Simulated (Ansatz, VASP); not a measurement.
# One calculation of Ta2AlN2, two programs

INCAR

```
PREC = Accurate ; ENCUT = 600
EDIFF = 1E-7 ; ISMEAR = 0
SIGMA = 0.1 ; LREAL = F
LASPH = T ; NELM = 60
ALGO = Normal ; ISIF = 3
LWAVE = F ; LCHARG = F
GGA = PE ; IBRION = 2
NSW = 100 ; EDIFFG = -0.01
```

The input KPOINTS:

```
Automatic mesh
0
Gamma
  12 12 10
```

Contents of POSCAR:

```
Ta2AlN2
1.0
    4.7236345654      0.0000000000      0.0000000000
   -2.3618172827      4.0907875318      0.0000000000
    0.0000000000      0.0000000000      3.9920088403
Ta Al N
2 1 2
Direct
    0.3333333333      0.6666666667      0.5000000000
    0.6666666667      0.3333333333      0.5000000000
    0.0000000000      0.0000000000      0.0000000000
    0.3333333333      0.6666666667      0.0000000000
    0.6666666667      0.3333333333      0.0000000000
```

Input for Ansatz:

```yaml
crystal:
  lattice:
    - [4.7236345654, 0.0, 0.0]
    - [-2.3618172827, 4.0907875318, 0.0]
    - [0.0, 0.0, 3.9920088403]
  atoms:
    - { symbol: Ta, position: [0.3333333333, 0.6666666667, 0.5] }
    - { symbol: Ta, position: [0.6666666667, 0.3333333333, 0.5] }
    - { symbol: Al, position: [0.0, 0.0, 0.0] }
    - { symbol: "N", position: [0.3333333333, 0.6666666667, 0.0] }
    - { symbol: "N", position: [0.6666666667, 0.3333333333, 0.0] }
basis:
  ecutwfc: 420
kpoints:
  mp_grid: { grid: [12, 12, 10] }
hamiltonian:
  xc: pbe
scf:
  occupations: { method: gaussian, width: 0.1 }
output:
  forces: true
  stress: true
  eigenvalues: true
relax:
  adjacent_minimum: "off"
  f_tol: 0.01
  max_steps: 80
  cell: { stress_tol: 0.05 }
```

Alike in both runs: task relaxation of cell and atoms; functional PBE; k mesh 12 × 12 × 10; occupations gaussian, width 0.1 eV; no spin polarisation.

|  | VASP | Ansatz |
| --- | --- | --- |
| version | VASP 6.6.1 | Ansatz 0.2.0 |
| potentials or method | VASP PAW PBE potentials, release 64 (Ta_pv, Al, N), cutoff 600 eV | scalar-relativistic, plane waves, PAW |
| valence electrons in the cell | 35 | 39 |

|  | VASP | Ansatz | Ansatz less VASP |
| --- | --- | --- | --- |
| gap on the k mesh at the Fermi level, each at its own relaxed structure (eV) | none | none | - |
| relaxed volume (Å³/atom) | 15.48 | 15.50 | +0.020 |
| relaxed cell length with the largest relative difference (Å) | 3.997 | 3.992 | -0.0054 |

A gap of «none» marks a metal or a gap that the smearing closes. VASP's potentials hold 35 valence electrons a cell and Ansatz's 39, so a difference there can come from the potentials and not from the codes.

Neither program's run includes spin-orbit coupling.
